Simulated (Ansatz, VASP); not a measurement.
KCl: VASP beside Ansatz

```
K Cl
1.0
    -0.03289    3.04557    3.14026
     3.10737    0.00000    3.10737
     3.14026    3.04557   -0.03289
K Cl
1 1
Direct
  0.01344 0.00000 0.98656
  0.48656 0.50000 0.51344
```

Alike in both runs: task single point; functional PBE; k mesh 6 × 6 × 6; occupations gaussian, width 0.02 eV; no spin polarisation.

```csv
,VASP,Ansatz
version,VASP 6.6.1,Ansatz 0.2.0
potentials or method,"VASP PAW PBE potentials, release 64 (K_sv, Cl), cutoff 520 eV","scalar-relativistic, plane waves, PAW"
valence electrons in the cell,16,16
```

```csv
,VASP,Ansatz,Ansatz less VASP
gap on the k mesh at the Fermi level (eV),5.30,5.30,+0.003
least direct gap on the mesh (eV),5.30,5.30,+0.003
pressure (GPa),1.7,1.7,-0.04
"traceless stress, the component that is largest in VASP (GPa)",0.85,0.83,-0.016
rms of the force components (eV/Å),0.095,0.094,-0.0018
```

Atom by atom the forces differ by 0.002 eV/Å (rms over components).
